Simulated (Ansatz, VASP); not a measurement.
## Cd: VASP beside Ansatz

```xyz
1
Lattice="0.0000 2.2520 2.2520 2.2520 0.0000 2.2520 2.2520 2.2520 0.0000" Properties=species:S:1:pos:R:3 pbc="T T T"
Cd    0.0000    0.0000    0.0000
```

Alike in both runs: task relaxation of cell and atoms; functional PBE; k mesh 16 × 16 × 16; occupations gaussian, width 0.1 eV; no spin polarisation.

|  | VASP | Ansatz |
| --- | --- | --- |
| version | VASP 6.6.1 | Ansatz 0.2.0 |
| potentials or method | VASP PAW PBE potentials, release 64 (Cd), cutoff 600 eV | scalar-relativistic, plane waves, PAW |
| valence electrons in the cell | 12 | 20 |

VASP gave:

* gap on the k mesh at the Fermi level, each at its own relaxed structure (eV): none
* relaxed volume (Å³/atom): 22.96
* relaxed length of the cell vector where the two differ most in proportion (Å): 3.190

Question: Estimate Ansatz's values.

Answer: gap on the k mesh at the Fermi level, each at its own relaxed structure (eV): none; relaxed volume (Å³/atom): 22.90; relaxed length of the cell vector where the two differ most in proportion (Å): 3.187.

A gap of «none» marks a metal or a gap that the smearing closes. VASP's potentials hold 12 valence electrons a cell and Ansatz's 20, so a difference there can come from the potentials and not from the codes.
